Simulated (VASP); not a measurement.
# AlN (I-4m2) in VASP: single point with HSE06

Aim: the single point of AlN with HSE06.

Everything below comes from runs of VASP 6.6.1. Logs are shortened: lines on timing, memory, paths and dates and some standing lists are left out, and cuts for length are marked.

## (1) The cell of the first run

The typed cell holds 2 atoms: a = 3.095 Å, b = 3.090 Å, c = 3.095 Å, α = 60.05°, β = 59.90°, γ = 60.05°.

## (2) Single point, HSE06 (uniaxial y strain +0.3%)

POSCAR reads:

```
AlN
1.0
    0.0000000000      2.1914311150      2.1848764855
    2.1848764855      0.0000000000      2.1848764855
    2.1848764855      2.1914311150      0.0000000000
Al N
1 1
Direct
    0.0000000000      0.0000000000      0.0000000000
    0.7500000000      0.7500000000      0.7500000000
```

INCAR.step1 reads:

```
PREC = Accurate ; ENCUT = 520
EDIFF = 1E-5 ; ISMEAR = 0
SIGMA = 0.01 ; LREAL = F
LASPH = T ; NELM = 60
ALGO = Normal ; ISIF = 2
LWAVE = T ; LCHARG = F
NBANDS = 11 ; GGA = PE
```

INCAR.step2 reads:

```
PREC = Accurate ; ENCUT = 520
EDIFF = 1E-6 ; ISMEAR = 0
SIGMA = 0.01 ; LREAL = F
LASPH = T ; NELM = 60
ALGO = Normal ; ISIF = 2
LWAVE = F ; LCHARG = F
GGA = PE ; LHFCALC = T
HFSCREEN = 0.2079 ; PRECFOCK = Normal
NBANDS = 11 ; ISTART = 1
```

KPOINTS reads:

```
Automatic mesh
0
Gamma
  8 8 8
```

Potentials or basis: VASP PAW PBE potentials, release 64 (Al, N).

On the command line:

```bash
> cat potpaw_PBE.64/Al/POTCAR potpaw_PBE.64/N/POTCAR > POTCAR
> cp INCAR.step1 INCAR
> mpirun -np 1 vasp_std > vasp.out
> cp INCAR.step2 INCAR
> mpirun -np 1 vasp_std > vasp.out
```

OUTCAR:

```text
PREC = Accurate
   ENCUT = 520
   EDIFF = 1E-6
   ISMEAR = 0
   LREAL = F
   LASPH = T
   NELM = 60
   ISIF = 2
   GGA = PE
   LHFCALC = T
   HFSCREEN = 0.2079
   PRECFOCK = Normal
   ISTART = 1

 ion  position               nearest neighbor table
   1  0.000  0.000  0.000-   2 1.89   2 1.89   2 1.89   2 1.89
   2  0.750  0.750  0.750-   1 1.89   1 1.89   1 1.89   1 1.89

  LATTYP: Found a body centered tetragonal cell.
 ALAT       =     3.0898819579
 C/A-ratio  =     1.4184562031

  Lattice vectors:

 A1 = (   0.0000000000,  -2.1914311150,   2.1848764855)
 A2 = (   0.0000000000,  -2.1914311150,  -2.1848764855)
 A3 = (   2.1848764855,   2.1914311150,   0.0000000000)

Analysis of symmetry for initial positions (statically):
=====================================================================
 Subroutine PRICEL returns:
 Original cell was already a primitive cell.

 Routine SETGRP: Setting up the symmetry group for a
 body centered tetragonal supercell.

 Subroutine GETGRP returns: Found  8 space group operations
 (whereof  8 operations were pure point group operations)
 out of a pool of 16 trial point group operations.

The static configuration has the point symmetry D_2d.

Analysis of symmetry for dynamics (positions and initial velocities):
=====================================================================
 Subroutine PRICEL returns:
 Original cell was already a primitive cell.

 Routine SETGRP: Setting up the symmetry group for a
 body centered tetragonal supercell.

 Subroutine GETGRP returns: Found  8 space group operations
 (whereof  8 operations were pure point group operations)
 out of a pool of 16 trial point group operations.

The dynamic configuration has the point symmetry D_2d.

 Subroutine INISYM returns: Found  8 space group operations
 (whereof  8 operations are pure point group operations),
 and found     1 'primitive' translations

----------------------------------------------------------------------------------------

                                     Primitive cell

  volume of cell :      20.9224

  direct lattice vectors                    reciprocal lattice vectors
     0.000000000  2.191431115  2.184876485    -0.228845888  0.228161404  0.228845888
     2.184876485  0.000000000  2.184876485     0.228845888 -0.228161404  0.228845888
     2.184876485  2.191431115  0.000000000     0.228845888  0.228161404 -0.228845888

  length of vectors
     3.094520252  3.089881958  3.094520252     0.395977913  0.395977913  0.395977913

  position of ions in fractional coordinates (direct lattice)
     0.000000000  0.000000000  0.000000000
     0.750000000  0.750000000  0.750000000

  ion indices of the primitive-cell ions
   primitive index   ion index
                 1           1
                 2           2

----------------------------------------------------------------------------------------

 KPOINTS: Automatic mesh

Automatic generation of k-mesh.
 Grid dimensions read from file:
 generate k-points for:    8    8    8

 Generating k-lattice:

  Cartesian coordinates                     Fractional coordinates (reciprocal lattice)
    -0.028605736  0.028520176  0.028605736     0.125000000  0.000000000  0.000000000
     0.028605736 -0.028520176  0.028605736     0.000000000  0.125000000  0.000000000
     0.028605736  0.028520176 -0.028605736     0.000000000  0.000000000  0.125000000

  Length of vectors
     0.049497239  0.049497239  0.049497239

  Shift w.r.t. Gamma in fractional coordinates (k-lattice)
     0.000000000  0.000000000  0.000000000

 Subroutine IBZKPT returns following result:
 ===========================================

 Found     59 irreducible k-points:

 Following reciprocal coordinates:
            Coordinates               Weight
  0.000000  0.000000  0.000000      1.000000
  0.125000  0.000000  0.000000      8.000000
  0.250000  0.000000  0.000000      8.000000
  0.375000  0.000000  0.000000      8.000000
  0.500000  0.000000  0.000000      4.000000
  0.125000  0.125000  0.000000      4.000000
[... 16 lines left out ...]
  0.250000  0.000000  0.125000      8.000000
  0.375000  0.000000  0.125000      8.000000
 [... further k-points ...]
   k-points           NKPTS =     59   k-points in BZ     NKDIM =    512   number of bands    NBANDS=     11
   number of dos      NEDOS =    301   number of ions     NIONS =      2
   total plane-waves  NPLWV =  13824
   dimension x,y,z NGX =    24 NGY =   24 NGZ =   24
   dimension x,y,z NGXF=    48 NGYF=   48 NGZF=   48
   ions per type =               1   1
   NGX,Y,Z   is equivalent  to a cutoff of  12.89, 12.91, 12.89 a.u.
   NGXF,Y,Z  is equivalent  to a cutoff of  25.79, 25.83, 25.79 a.u.
 SYSTEM =  unknown system
   PREC   = accura    normal or accurate (medium, high low for compatibility)
   ISTART =      1    job   : 0-new  1-cont  2-samecut
   ICHARG =      0    charge: 1-file 2-atom 10-const
   ISPIN  =      1    spin polarized calculation?
   LNONCOLLINEAR =      F non collinear calculations
   LSORBIT =      F    spin-orbit coupling
   LASPH  =      T    aspherical Exc in radial PAW
   ENCUT  =  520.0 eV  38.22 Ry    6.18 a.u.   5.75  5.75  5.75*2*pi/ulx,y,z
   NELM   =     60;   NELMIN=  2; NELMDL=  0     # of ELM steps
   EDIFF  = 0.1E-05   stopping-criterion for ELM
   LREAL  =      F    real-space projection
   EDIFFG = 0.1E-04   stopping-criterion for IOM
   NSW    =      0    number of steps for IOM
   IBRION =     -1    ionic relax: 0-MD 1-quasi-New 2-CG
   NFREE  =      0    steps in history (QN), initial steepest desc. (CG)
   ISIF   =      2    stress and relaxation
   ISYM   =      3    0-nonsym 1-usesym 2-fastsym
   POTIM  = 0.5000    time-step for ionic-motion
   TEBEG  =    0.0;   TEEND  =   0.0 temperature during run
   PSTRESS=    0.0 pullay stress
   NELECT =       8.0000    total number of electrons
   NUPDOWN=      -1.0000    fix difference up-down
   EMIN   =  10.00;   EMAX   =-10.00  energy-range for DOS
   EFERMI =   0.00;   METHOD = LEGACY
   ISMEAR =     0;   SIGMA  =   0.01  broadening in eV -4-tet -1-fermi 0-gaus
   EFERMI_NEDOS =   21; number of points for ismear=-14 and -15
   IALGO  =     38    algorithm
   IMIX   =      1    mixing-type and parameters
     AMIX     =   0.40;   BMIX     =  1.00
     AMIX_MAG =   1.60;   BMIX_MAG =  1.00
  volume/ion in A,a.u.               =      10.46        70.60
  Fermi-wavevector in a.u.,A,eV,Ry     =   1.188231  2.245431 19.209976  1.411893
  Thomas-Fermi vector in A             =   2.324365
   LORBIT       =      0    0 simple, 1 ext, 2 COOP (PROOUT), +10 PAW based schemes
   GGA     = PE    functional components
   LHFCALC =     T    Hartree Fock is set to
   PRECFOCK=normal    Normal, Fast or Accurate (Low or Medium for compatibility)
   ENCUT4O =  -1.0   cutoff for four orbital integrals eV
   NKREDX  =     1    reduce k-point grid by
   NKREDY  =     1    reduce k-point grid by
   NKREDZ  =     1    reduce k-point grid by
   AEXX    =    0.2500 exact exchange contribution
   HFSCREEN=    0.2079 screening length (either q_TF or 0.3 A-1)
   HFSCREENC=   0.2079 screening length for correlation (either q_TF or 0.3 A-1)
   ENCUTFOCK=  -1.0 apply spherical cutoff to Coloumb kernel
   IVDW    =     0    specifies the selected vdW correction
   LEPSILON=     F    determine dielectric tensor
   LRPA    =     F    only Hartree local field effects (RPA)
 non-spin polarized calculation
 Gauss-broadening in eV      SIGMA  =   0.01
  energy-cutoff  :      520.00
  volume of cell :       20.92
 maximum number of plane-waves:       588
  NGX = 18; NGY = 18; NGZ = 18

 number of electron       8.0000000 magnetization

 Free energy of the ion-electron system (eV)
  ---------------------------------------------------
  ext. energy  EPLUGINS =         0.00000000
  ---------------------------------------------------
  free energy    TOTEN  =       -17.39567380 eV

  energy without entropy =      -17.39567380  energy(sigma->0) =      -17.39567380

 E-fermi :   5.1815     XC(G=0):  -8.9998

 val. band max:        5.0112855421   @ k =   0.0000   0.0000   0.0000
 cond. band min:       9.5516547707   @ k =   0.5000   0.5000   0.0000
 fundamental gap:      4.5403692286
 Fermi energy:         5.1815199883

 k-point     1 :       0.0000    0.0000    0.0000
  band No.  band energies     occupation
      1     -11.4449      2.00000
      2       4.9984      2.00000
      3       5.0113      2.00000
      4       5.0113      2.00000
      5      10.5160      0.00000
      6      19.2014      0.00000
      7      19.2014      0.00000
      8      19.2048      0.00000
      9      24.5146      0.00000
     10      24.6165      0.00000
     11      25.8736      0.00000

 k-point     2 :       0.1250    0.0000    0.0000
  band No.  band energies     occupation
      1     -11.2027      2.00000
      2       3.7683      2.00000
      3       4.9140      2.00000
      4       4.9256      2.00000
      5      11.4926      0.00000
      6      18.6326      0.00000
      7      19.3937      0.00000
      8      19.4015      0.00000
      9      22.8920      0.00000
     10      22.9602      0.00000
     11      24.7990      0.00000

 k-point     3 :       0.2500    0.0000    0.0000
  band No.  band energies     occupation
      1     -10.5393      2.00000
      2       1.5033      2.00000
      3       4.7138      2.00000
      4       4.7320      2.00000
      5      12.9062      0.00000
      6      17.6468      0.00000
      7      18.9562      0.00000
      8      19.0029      0.00000
      9      23.0682      0.00000
     10      23.0765      0.00000
     11      23.9746      0.00000
[... 267 lines left out ...]
 k-point    23 :       0.2500    0.0000    0.1250
  band No.  band energies     occupation
      1     -10.6015      2.00000
      2       2.1652      2.00000
      3       4.3738      2.00000
      4       4.4635      2.00000
      5      12.8117      0.00000
      6      17.5718      0.00000
      7      18.3232      0.00000
      8      19.8589      0.00000
      9      21.0087      0.00000
     10      24.9412      0.00000
     11      26.1729      0.00000

 k-point    24 :       0.3750    0.0000    0.1250
  band No.  band energies     occupation
      1      -9.8109      2.00000
      2       0.2298      2.00000
      3       4.1041      2.00000
      4       4.2031      2.00000
      5      13.6031      0.00000
      6      16.3375      0.00000
      7      18.3252      0.00000
      8      19.1645      0.00000
      9      22.5617      0.00000
     10      26.0518      0.00000
     11      26.3601      0.00000

 [... further k-points ...]

------------------------ aborting loop because EDIFF is reached ----------------------------------------

  FORCE on cell =-STRESS in cart. coord.  units (eV):
  Direction    XX          YY          ZZ          XY          YZ          ZX
  --------------------------------------------------------------------------------------
  -------------------------------------------------------------------------------------
  Total       -0.1682064     -0.2252065     -0.1682064      0.0000000      0.0000000      0.0000000
  in kB      -12.8807602    -17.2456611    -12.8807602      0.0000000      0.0000000      0.0000000
  external PRESSURE =     -14.3357272 kB  Pullay stress =       0.0000000 kB

 VOLUME and BASIS-vectors are now :
 -----------------------------------------------------------------------------
  energy-cutoff  :      520.00
  volume of cell :       20.92
      direct lattice vectors                 reciprocal lattice vectors
     0.000000000  2.191431115  2.184876485    -0.228845888  0.228161404  0.228845888
     2.184876485  0.000000000  2.184876485     0.228845888 -0.228161404  0.228845888
     2.184876485  2.191431115  0.000000000     0.228845888  0.228161404 -0.228845888

 POSITION                                       TOTAL-FORCE (eV/Angst)
 -----------------------------------------------------------------------------------
      0.00000      0.00000      0.00000        -0.000000     -0.000000     -0.000000
      3.27731      3.28715      3.27731         0.000000      0.000000      0.000000
 -----------------------------------------------------------------------------------
    total drift:                                0.000000     -0.000000      0.000000

  FREE ENERGIE OF THE ION-ELECTRON SYSTEM (eV)
  ---------------------------------------------------
  free  energy   TOTEN  =       -17.3956738024 eV

  energy  without entropy=      -17.3956738024  energy(sigma->0) =      -17.39567380
```

Wall time 53 min (1 thread of AMD EPYC 7R43 (Zen 3), shared host); peak memory 0.22 GiB.

What came out:

```yaml
Free_energy: -17.3957 eV
Pressure: -1.4 GPa
Band_gap_on_the_k_mesh: 4.54 eV (least direct gap 5.50 eV)
```

Stress tensor (GPa, compression positive):
```
-1.29  0.00  0.00
 0.00 -1.72  0.00
 0.00  0.00 -1.29
```

Levels at points of the mesh, in eV from the valence-band top:
| k point | band 2 | band 3 | band 4 | band 5 | band 6 | band 7 |
| --- | --- | --- | --- | --- | --- | --- |
| (0.00, 0.00, 0.00) | -0.01 | 0.00 | 0.00 | 5.50 | 14.19 | 14.19 |
| (0.50, 0.00, 0.00) | -6.34 | -0.55 | -0.53 | 8.83 | 11.60 | 12.69 |
| (0.50, 0.50, 0.00) | -5.32 | -1.96 | -1.96 | 4.54 | 10.03 | 16.05 |
| (0.50, 0.00, 0.50) | -5.35 | -1.93 | -1.93 | 4.55 | 10.08 | 16.00 |

Caveat: the cell differs from its parent crystal (uniaxial y strain +0.3%); the PAW data sets were made with another functional, which shifts forces and pressure a little. A k mesh can miss the band edges.
